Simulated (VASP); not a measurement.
# BN (F-43m) in VASP: a series of runs, part 2 of 2

VASP 6.6.1. The steps go on from the part before.

## Step 3: Single point, HSE06 (strain -2.0%)

POSCAR reads:

```
BN
1.0
    0.0000000000      1.7687289557      1.7687289557
    1.7687289557      0.0000000000      1.7687289557
    1.7687289557      1.7687289557      0.0000000000
B N
1 1
Direct
    0.0000000000      0.0000000000      0.0000000000
    0.2500000000      0.2500000000      0.2500000000
```

INCAR.step1 reads:

```
ALGO     = Normal         # electronic algorithm
EDIFF    = 1E-5           # SCF threshold, eV
ENCUT    = 520            # plane-wave cutoff, eV
GGA      = PE             # functional
ISIF     = 2              # what is computed and relaxed
ISMEAR   = 0              # smearing method
LASPH    = True           # aspherical terms in the spheres
LCHARG   = False          # write CHGCAR
LREAL    = False          # projectors in reciprocal space
LWAVE    = True           # write WAVECAR
NBANDS   = 11             # bands
NELM     = 60             # most SCF steps
PREC     = Accurate       # precision mode
SIGMA    = 0.01           # smearing width, eV
```

INCAR.step2 reads:

```
ALGO     = Normal         # electronic algorithm
EDIFF    = 1E-7           # SCF threshold, eV
ENCUT    = 520            # plane-wave cutoff, eV
GGA      = PE             # functional
HFSCREEN = 0.2079         # screening, 1/A
ISIF     = 2              # what is computed and relaxed
ISMEAR   = 0              # smearing method
ISTART   = 1            
LASPH    = True           # aspherical terms in the spheres
LCHARG   = False          # write CHGCAR
LHFCALC  = True           # exact exchange
LREAL    = False          # projectors in reciprocal space
LWAVE    = False          # write WAVECAR
NBANDS   = 11             # bands
NELM     = 60             # most SCF steps
PREC     = Accurate       # precision mode
PRECFOCK = Normal       
SIGMA    = 0.01           # smearing width, eV
```

KPOINTS reads:

```
k-points
0
Gamma
  8 8 8
```

Potentials or basis: VASP PAW PBE potentials, release 64 (B, N).

The run is started by

```console
> cat potpaw_PBE.64/B/POTCAR potpaw_PBE.64/N/POTCAR > POTCAR
> cp INCAR.step1 INCAR
> mpirun -np 1 vasp_std > vasp.out
> cp INCAR.step2 INCAR
> mpirun -np 1 vasp_std > vasp.out
```

OUTCAR:

```text
EDIFF = 1E-7
   ENCUT = 520
   GGA = PE
   HFSCREEN = 0.2079
   ISIF = 2
   ISMEAR = 0
   ISTART = 1
   LASPH = True
   LHFCALC = True
   LREAL = False
   NELM = 60
   PREC = Accurate
   PRECFOCK = Normal

 ion  position               nearest neighbor table
   1  0.000  0.000  0.000-   2 1.53   2 1.53   2 1.53   2 1.53
   2  0.250  0.250  0.250-   1 1.53   1 1.53   1 1.53   1 1.53

  LATTYP: Found a face centered cubic cell.
 ALAT       =     3.5374579114

  Lattice vectors:

 A1 = (   0.0000000000,   1.7687289557,   1.7687289557)
 A2 = (   1.7687289557,   0.0000000000,   1.7687289557)
 A3 = (   1.7687289557,   1.7687289557,   0.0000000000)

Analysis of symmetry for initial positions (statically):
=====================================================================
 Subroutine PRICEL returns:
 Original cell was already a primitive cell.

 Routine SETGRP: Setting up the symmetry group for a
 face centered cubic supercell.

 Subroutine GETGRP returns: Found 24 space group operations
 (whereof 24 operations were pure point group operations)
 out of a pool of 48 trial point group operations.

The static configuration has the point symmetry T_d .

Analysis of symmetry for dynamics (positions and initial velocities):
=====================================================================
 Subroutine PRICEL returns:
 Original cell was already a primitive cell.

 Routine SETGRP: Setting up the symmetry group for a
 face centered cubic supercell.

 Subroutine GETGRP returns: Found 24 space group operations
 (whereof 24 operations were pure point group operations)
 out of a pool of 48 trial point group operations.

The dynamic configuration has the point symmetry T_d .

 Subroutine INISYM returns: Found 24 space group operations
 (whereof 24 operations are pure point group operations),
 and found     1 'primitive' translations

----------------------------------------------------------------------------------------

                                     Primitive cell

  volume of cell :      11.0666

  direct lattice vectors                    reciprocal lattice vectors
     0.000000000  1.768728956  1.768728956    -0.282688876  0.282688876  0.282688876
     1.768728956  0.000000000  1.768728956     0.282688876 -0.282688876  0.282688876
     1.768728956  1.768728956  0.000000000     0.282688876  0.282688876 -0.282688876

  length of vectors
     2.501360477  2.501360477  2.501360477     0.489631496  0.489631496  0.489631496

  position of ions in fractional coordinates (direct lattice)
     0.000000000  0.000000000  0.000000000
     0.250000000  0.250000000  0.250000000

  ion indices of the primitive-cell ions
   primitive index   ion index
                 1           1
                 2           2

----------------------------------------------------------------------------------------

 KPOINTS: k-points

Automatic generation of k-mesh.
 Grid dimensions read from file:
 generate k-points for:    8    8    8

 Generating k-lattice:

[... 45 lines left out ...]
   total plane-waves  NPLWV =   8000
   dimension x,y,z NGX =    20 NGY =   20 NGZ =   20
   dimension x,y,z NGXF=    40 NGYF=   40 NGZF=   40
   ions per type =               1   1
   NGX,Y,Z   is equivalent  to a cutoff of  13.29, 13.29, 13.29 a.u.
   NGXF,Y,Z  is equivalent  to a cutoff of  26.58, 26.58, 26.58 a.u.
 SYSTEM =  unknown system
   PREC   = accura    normal or accurate (medium, high low for compatibility)
   ISTART =      1    job   : 0-new  1-cont  2-samecut
   ICHARG =      0    charge: 1-file 2-atom 10-const
   ISPIN  =      1    spin polarized calculation?
   LNONCOLLINEAR =      F non collinear calculations
   LSORBIT =      F    spin-orbit coupling
   LASPH  =      T    aspherical Exc in radial PAW
   ENCUT  =  520.0 eV  38.22 Ry    6.18 a.u.   4.65  4.65  4.65*2*pi/ulx,y,z
   NELM   =     60;   NELMIN=  2; NELMDL=  0     # of ELM steps
   EDIFF  = 0.1E-06   stopping-criterion for ELM
   LREAL  =      F    real-space projection
   EDIFFG = 0.1E-05   stopping-criterion for IOM
   NSW    =      0    number of steps for IOM
   IBRION =     -1    ionic relax: 0-MD 1-quasi-New 2-CG
   NFREE  =      0    steps in history (QN), initial steepest desc. (CG)
   ISIF   =      2    stress and relaxation
   ISYM   =      3    0-nonsym 1-usesym 2-fastsym
   POTIM  = 0.5000    time-step for ionic-motion
   TEBEG  =    0.0;   TEEND  =   0.0 temperature during run
   PSTRESS=    0.0 pullay stress
   NELECT =       8.0000    total number of electrons
   NUPDOWN=      -1.0000    fix difference up-down
   EMIN   =  10.00;   EMAX   =-10.00  energy-range for DOS
   EFERMI =   0.00;   METHOD = LEGACY
   ISMEAR =     0;   SIGMA  =   0.01  broadening in eV -4-tet -1-fermi 0-gaus
   EFERMI_NEDOS =   21; number of points for ismear=-14 and -15
   IALGO  =     38    algorithm
   IMIX   =      1    mixing-type and parameters
     AMIX     =   0.40;   BMIX     =  1.00
     AMIX_MAG =   1.60;   BMIX_MAG =  1.00
  volume/ion in A,a.u.               =       5.53        37.34
  Fermi-wavevector in a.u.,A,eV,Ry     =   1.469265  2.776509 29.371446  2.158740
  Thomas-Fermi vector in A             =   2.584663
   LORBIT       =      0    0 simple, 1 ext, 2 COOP (PROOUT), +10 PAW based schemes
   GGA     = PE    functional components
   LHFCALC =     T    Hartree Fock is set to
   PRECFOCK=normal    Normal, Fast or Accurate (Low or Medium for compatibility)
   ENCUT4O =  -1.0   cutoff for four orbital integrals eV
   NKREDX  =     1    reduce k-point grid by
   NKREDY  =     1    reduce k-point grid by
   NKREDZ  =     1    reduce k-point grid by
   AEXX    =    0.2500 exact exchange contribution
   HFSCREEN=    0.2079 screening length (either q_TF or 0.3 A-1)
   HFSCREENC=   0.2079 screening length for correlation (either q_TF or 0.3 A-1)
   ENCUTFOCK=  -1.0 apply spherical cutoff to Coloumb kernel
   IVDW    =     0    specifies the selected vdW correction
   LEPSILON=     F    determine dielectric tensor
   LRPA    =     F    only Hartree local field effects (RPA)
 non-spin polarized calculation
 Gauss-broadening in eV      SIGMA  =   0.01
  energy-cutoff  :      520.00
  volume of cell :       11.07
 maximum number of plane-waves:       308
  NGX = 14; NGY = 14; NGZ = 14

 number of electron       7.9999999 magnetization

 Free energy of the ion-electron system (eV)
  ---------------------------------------------------
  ext. energy  EPLUGINS =         0.00000000
  ---------------------------------------------------
  free energy    TOTEN  =       -20.28848918 eV

  energy without entropy =      -20.28848918  energy(sigma->0) =      -20.28848918

 E-fermi :   7.4547     XC(G=0): -10.7372

 val. band max:        7.3528766647   @ k =   0.0000   0.0000   0.0000
 cond. band min:      13.2095337332   @ k =   0.5000   0.5000   0.0000
 fundamental gap:      5.8566570685
 Fermi energy:         7.4547311694

 k-point     1 :       0.0000    0.0000    0.0000
  band No.  band energies     occupation
      1     -15.5467      2.00000
      2       7.3529      2.00000
      3       7.3529      2.00000
      4       7.3529      2.00000
      5      18.2417      0.00000
      6      18.2417      0.00000
      7      18.2417      0.00000
      8      20.6198      0.00000
      9      35.3775      0.00000
     10      37.9631      0.00000
     11      37.9631      0.00000
[... 309 lines left out ...]
 k-point    24 :      -0.3750    0.2500    0.1250
  band No.  band energies     occupation
      1      -9.8762      2.00000
      2      -3.7835      2.00000
      3       1.8320      2.00000
      4       3.3766      2.00000
      5      18.8582      0.00000
      6      21.0019      0.00000
      7      24.8205      0.00000
      8      26.2917      0.00000
      9      29.5510      0.00000
     10      36.7169      0.00000
     11      38.3644      0.00000

 [... further k-points ...]

------------------------ aborting loop because EDIFF is reached ----------------------------------------

  FORCE on cell =-STRESS in cart. coord.  units (eV):
  Direction    XX          YY          ZZ          XY          YZ          ZX
  --------------------------------------------------------------------------------------
  -------------------------------------------------------------------------------------
  Total        1.5580473      1.5580473      1.5580473     -0.0000000     -0.0000000     -0.0000000
  in kB      225.5679343    225.5679343    225.5679343     -0.0000000     -0.0000000     -0.0000000
  external PRESSURE =     225.5679343 kB  Pullay stress =       0.0000000 kB

 VOLUME and BASIS-vectors are now :
 -----------------------------------------------------------------------------
  energy-cutoff  :      520.00
  volume of cell :       11.07
      direct lattice vectors                 reciprocal lattice vectors
     0.000000000  1.768728956  1.768728956    -0.282688876  0.282688876  0.282688876
     1.768728956  0.000000000  1.768728956     0.282688876 -0.282688876  0.282688876
     1.768728956  1.768728956  0.000000000     0.282688876  0.282688876 -0.282688876

 POSITION                                       TOTAL-FORCE (eV/Angst)
 -----------------------------------------------------------------------------------
      0.00000      0.00000      0.00000        -0.000000     -0.000000     -0.000000
      0.88436      0.88436      0.88436         0.000000      0.000000      0.000000
 -----------------------------------------------------------------------------------
    total drift:                               -0.000000     -0.000000      0.000000

  FREE ENERGIE OF THE ION-ELECTRON SYSTEM (eV)
  ---------------------------------------------------
  free  energy   TOTEN  =       -20.2884891811 eV

  energy  without entropy=      -20.2884891811  energy(sigma->0) =      -20.28848918
```

It took 16 min on 1 thread of Oxide Virtual Turin-like, shared host; peak memory 0.2 GiB.

Results:

* Free energy: -20.2885 eV
* Pressure: 22.6 GPa
* Band gap on the k mesh: 5.86 eV (least direct gap 10.89 eV)

Caveat: the cell differs from its parent crystal (strain -2.0%); the cell stands under pressure; the PAW data sets were made with another functional, which shifts forces and pressure a little.
